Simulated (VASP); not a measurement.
A run of VASP 6.6.1 is set up as follows.

Contents of INCAR:

```
SYSTEM = BeAl15N16
PREC = Accurate ; ENCUT = 520
EDIFF = 1E-8 ; ISMEAR = -1
SIGMA = 0.01 ; LREAL = Auto
LASPH = .TRUE. ; NELM = 150
ALGO = Normal ; ISIF = 2
LWAVE = .FALSE. ; LCHARG = .FALSE.
ISPIN = 2 ; MAGMOM = 0 0 0 0 0 0 0 0 0 0 0 0 0 0 0 0 0.1 0.04 0.07 0.47 0.13 0.05 0.09 0.04 0.17 0.06 0.08 0.04 0.07 0.08 0.05 0.07
LORBIT = 11 ; NUPDOWN = 2.0
GGA = PE ; LEFG = .TRUE.
NELECT = 126.0 ; NBANDS = 90
KPAR = 2 ; NCORE = 2
```

KPOINTS

```
Automatic mesh
0
Gamma
  2 2 2
  0.5 0.5 0.5
```

The input POSCAR:

```
BeAl15N16
1.0
    6.2595139128      0.0000000578      0.0000000000
   -3.1297570064      5.4208980350      0.0000000000
    0.0000000000      0.0000000000     10.0348065929
Al Be N
15 1 16
Direct
    0.3336877681      0.1653496017      0.2517696971
    0.3368287503      0.1637494254      0.7476025275
    0.1679188825      0.3330745094      0.9986570807
    0.3316703422      0.6629375882      0.2518267904
    0.1644590368      0.8332145382      0.4981041597
    0.3360066605      0.6717979501      0.7462381309
    0.1672848046      0.8338798657      1.0001447838
    0.8377978869      0.1666007435      0.2496502117
    0.6656282350      0.3349761569      0.4989711437
    0.8294746687      0.1649891186      0.7479548225
    0.6669305961      0.3327405359      0.9996927974
    0.8350732986      0.6649735639      0.2503496104
    0.6639814611      0.8298874242      0.4973002010
    0.8343461697      0.6656855155      0.7492033969
    0.6681194204      0.8341343230      0.9993236569
    0.1728398905      0.3340737698      0.4689995547
    0.3270491595      0.1739159029      0.4427374359
    0.1700839907      0.3311346959      0.1893318027
    0.3334805399      0.1674095476      0.9395262077
    0.1687114015      0.3324066396      0.7033324877
    0.3241572915      0.6553288992      0.4438055865
    0.1700209724      0.8314067327      0.1908206817
    0.3347907480      0.6695085130      0.9393150092
    0.1680222243      0.8321669186      0.6896150132
    0.8423464191      0.1735217030      0.4441641230
    0.6695969337      0.3302817951      0.1915823883
    0.8330110127      0.1682957834      0.9398264130
    0.6691597371      0.3328748222      0.6895475690
    0.8314811422      0.6679280487      0.4397106098
    0.6682246637      0.8307015030      0.1921833047
    0.8331324894      0.6683782600      0.9408406420
    0.6700552426      0.8326644688      0.6905191218
```

Potentials or basis: VASP PAW PBE potentials, release 64 (Al, Be, N).

Command:

```sh
$ cat potpaw_PBE.64/Al/POTCAR potpaw_PBE.64/Be/POTCAR potpaw_PBE.64/N/POTCAR > POTCAR
$ mpirun -np 4 vasp_std > vasp.out
```

Task: Estimate the largest force.

Result: 0.465 eV/Å.

Electric field gradients, principal values (V/Å²):
```
 atom    least   middle  greatest (by size)
 1 Al    0.582    4.025              -4.608
 2 Al   -5.395   -7.248              12.643
 3 Al   -0.046   -5.237               5.283
 4 Al    0.066    5.645              -5.711
 5 Al   -2.127   -4.814               6.941
 6 Al   -4.051  -11.405              15.456
 7 Al   -1.128   -3.288               4.416
 8 Al   -4.029   -7.325              11.354
 9 Al   -1.288   -3.733               5.021
10 Al   -3.862   -9.246              13.107
11 Al   -1.427   -5.427               6.854
12 Al    0.267    2.914              -3.181
13 Al   -1.815   -8.112               9.927
14 Al   -1.704   -4.816               6.520
15 Al   -1.781   -7.051               8.832
16 Be   -4.768   -8.439              13.207
 17 N   -1.106   -3.980               5.086
 18 N   -0.653   -1.866               2.519
 19 N   -4.026   -5.211               9.236
 20 N  -43.110  -44.546              87.656
 21 N    0.004    7.737              -7.740
 22 N   -1.124   -2.482               3.606
 23 N   -2.712   -6.780               9.492
 24 N    0.180    4.605              -4.785
 25 N   -0.700  -12.905              13.605
 26 N   -2.247   -3.893               6.140
 27 N   -3.123   -4.851               7.975
 28 N    0.806    3.346              -4.152
 29 N   -0.801   -1.519               2.320
 30 N   -2.198   -5.501               7.699
 31 N   -1.574   -3.444               5.017
 32 N   -1.825   -4.567               6.392
```

Caveat: the k points lie up to 0.58 Å⁻¹ apart; the cell carries a net charge on a neutralising background, which shifts energy and pressure; without QUAD_EFG the Cq values of the log hold for a quadrupole moment of 1 mb, not for the nuclei; the total moment is fixed, so each spin has its own Fermi level.
